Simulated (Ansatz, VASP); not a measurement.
Two plane-wave programs on Na3SCl

```xyz
5
Lattice="5.6682 0.0000 0.0000 0.0000 5.6682 0.0000 0.0000 0.0000 5.6682" Properties=species:S:1:pos:R:3 pbc="T T T"
Cl    0.0000    0.0000    0.0000
S     2.8341    2.8341    2.8341
Na    2.8341    2.8341    0.0000
Na    2.8341    0.0000    2.8341
Na    0.0000    2.8341    2.8341
```

Alike in both runs: task single point; functional PBEsol; k mesh 4 × 4 × 4; occupations gaussian, width 0.05 eV; no spin polarisation.

```csv
,VASP,Ansatz
version,VASP 6.6.1,Ansatz 0.2.0
potentials or method,"VASP PAW PBE potentials, release 64 (Cl, S, Na_pv), cutoff 520 eV","scalar-relativistic, plane waves, PAW"
valence electrons in the cell,34,40
```

```csv
,VASP,Ansatz,Ansatz less VASP
gap on the k mesh at the Fermi level (eV),2.28,2.28,+0.005
least direct gap on the mesh (eV),2.28,2.28,+0.005
pressure (GPa),-3.1,-3.1,0.00
```

VASP's potentials were made for PBE, not for PBEsol. The functional is the same, so the differences come from potentials, cutoffs and numerics. VASP's potentials hold 34 valence electrons a cell and Ansatz's 40, so a difference there can come from the potentials and not from the codes.
